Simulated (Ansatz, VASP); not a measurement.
## Pb2F in VASP and in Ansatz

```
Pb F
1.0
    -1.78859    1.78859    6.37088
     1.78859   -1.78859    6.37088
     1.78859    1.78859   -6.37088
Pb F
2 1
Direct
  0.36500 0.36500 0.00000
  0.63500 0.63500 0.00000
  0.00000 0.00000 0.00000
```

Alike in both runs: task relaxation of cell and atoms; functional PBE; k mesh 6 × 6 × 6; occupations gaussian, width 0.1 eV; no spin polarisation.

```csv
,VASP,Ansatz
version,VASP 6.6.1,Ansatz 0.2.0
potentials or method,"VASP PAW PBE potentials, release 64 (Pb_d, F), cutoff 600 eV","scalar-relativistic, plane waves, PAW"
valence electrons in the cell,35,35
```

|  | VASP | Ansatz | Ansatz less VASP |
| --- | --- | --- | --- |
| gap on the k mesh at the Fermi level, each at its own relaxed structure (eV) | none | none | - |
| relaxed volume (Å³/atom) | 23.37 | 23.45 | +0.077 |
| relaxed cell length with the largest relative difference (Å) | 6.281 | 6.317 | +0.0357 |

A gap of «none» marks a metal or a gap that the smearing closes.

The k mesh is coarse, so the values compare programs but aren't converged. Spin-orbit coupling is off throughout.
